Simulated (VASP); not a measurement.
Input of a VASP 6.6.1 run:

The input INCAR:

```
SYSTEM = BaZrO3
PREC = Accurate
ENCUT = 520
EDIFF = 1E-7
ISMEAR = 0
SIGMA = 0.05
LREAL = .False.
LASPH = .True.
NELM = 150
ALGO = Normal
ISIF = 2
LWAVE = .False.
LCHARG = .False.
LNONCOLLINEAR = .True.
MAGMOM = 0 0 0 0 0 0 0 0 0 0 0 0 0 0 0
LORBIT = 11
LSORBIT = .True.
GGA_COMPAT = .False.
LORBMOM = .True.
LMAXMIX = 4
GGA = PE
NBANDS = 55
```

Contents of KPOINTS:

```
regular mesh
0
Gamma
  6 6 6
  0 0 0
```

Contents of POSCAR:

```
BaZrO3
1.0
    4.2283953459      0.0000000000      0.0000000000
    0.0000000000      4.2283953459      0.0000000000
    0.0000000000      0.0000000000      4.2283953459
Ba Zr O
1 1 3
Direct
    0.0000000000      0.0000000000      0.0000000000
    0.5000000000      0.5000000000      0.5000000000
    0.0000000000      0.5000000000      0.5000000000
    0.5000000000      0.5000000000      0.0000000000
    0.5000000000      0.0000000000      0.5000000000
```

Potentials or basis: VASP PAW PBE potentials, release 64 (Ba_sv, Zr_sv, O).

Run with:

```bash
$ cat potpaw_PBE.64/Ba_sv/POTCAR potpaw_PBE.64/Zr_sv/POTCAR potpaw_PBE.64/O/POTCAR > POTCAR
$ mpirun -np 1 vasp_ncl > vasp.out
```

What does it give for the pressure?

0.8 GPa.

Estimate the net moment.

0.00 μB per cell.

Moments on the atoms (μB; x, y, z):
```
Ba  0.00 0.00 0.00
Zr  0.00 0.00 0.00
O   0.00 0.00 0.00
O   0.00 0.00 0.00
O   0.00 0.00 0.00
```
